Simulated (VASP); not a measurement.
## TePb: single point with PBE

Crystal: TePb.

```
CELL_PARAMETERS angstrom
4.57887 0.00000 0.00000
0.00000 4.57887 0.00000
0.00000 0.00000 6.68434
ATOMIC_POSITIONS crystal
Te 0.00000 0.00000 0.00000
Te 0.50000 0.50000 0.50000
Pb 0.50000 0.50000 0.00000
Pb 0.00000 0.00000 0.50000
```

```yaml
Program: VASP 6.6.1
Task: single point
Functional: PBE
Potentials_or_basis: VASP PAW PBE potentials, release 64 (Te, Pb_d)
Cutoff: 500 eV
k_mesh: 6 × 6 × 4
Occupations: gaussian, width 0.02 eV
Spin: no spin polarisation
```

```yaml
Pressure: 0.5 GPa
Band_gap_on_the_k_mesh: 0.77 eV
```

Stress tensor (GPa, compression positive):
```
 1.52  0.00  0.00
 0.00  1.52  0.00
 0.00  0.00 -1.43
```

Levels at points of the mesh, in eV from the valence-band top:
```
           k point  band 18  band 19  band 20  band 21  band 22  band 23
(0.00, 0.00, 0.00)    -1.32    -1.32    -1.03     3.50     3.57     4.25
(0.50, 0.00, 0.00)    -0.89    -0.42    -0.42     1.65     1.65     1.79
(0.50, 0.50, 0.00)    -2.79    -2.46    -2.46     3.41     3.41     4.91
(0.00, 0.00, 0.50)    -2.01    -1.49    -1.49     2.51     2.51     4.21
(0.50, 0.00, 0.50)    -0.75     0.00     0.00     0.77     0.77     1.31
(0.50, 0.50, 0.50)    -3.63    -0.44    -0.44     1.60     1.60     5.24
```

Wall time 2.3 min on 1 thread of Intel Xeon 8259CL, on a shared host, peak memory 0.3 GiB.

Caveat: spin-orbit coupling is left out, which moves the levels of the heavy elements. A k mesh can miss the band edges.
